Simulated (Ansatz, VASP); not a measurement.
**Os: VASP beside Ansatz**

```xyz
2
Lattice="2.5154 0.0000 0.0000 -1.2577 2.1784 0.0000 0.0000 0.0000 4.6653" Properties=species:S:1:pos:R:3 pbc="T T T"
Os    0.0000    1.4523    1.1663
Os    1.2577    0.7261    3.4990
```

Change from the starting cell: strain -0.080 along x and y, +0.080 along z, atoms carried along.

Alike in both runs: task single point; functional PBE; k mesh 18 × 18 × 12; occupations gaussian, width 0.15 eV; no spin polarisation.

|  | VASP | Ansatz |
| --- | --- | --- |
| version | VASP 6.6.1 | Ansatz 0.2.0 |
| potentials or method | VASP PAW PBE potentials, release 64 (Os), cutoff 520 eV | scalar-relativistic, plane waves, PAW |
| valence electrons in the cell | 16 | 32 |

```csv
,VASP,Ansatz,Ansatz less VASP
gap on the k mesh at the Fermi level (eV),none,none,-
pressure (GPa),72.6,70.7,-1.85
"traceless stress, the component that is largest in VASP (GPa)",-86.23,-86.31,-0.073
```

A gap of «none» marks a metal or a gap that the smearing closes. Both programs put the cell under a high pressure, so it lies far from rest at this level. VASP's potentials hold 16 valence electrons a cell and Ansatz's 32, so a difference there can come from the potentials and not from the codes.

Neither program's run includes spin-orbit coupling. Noted on VASP's run: the cell as given lies far from equilibrium.
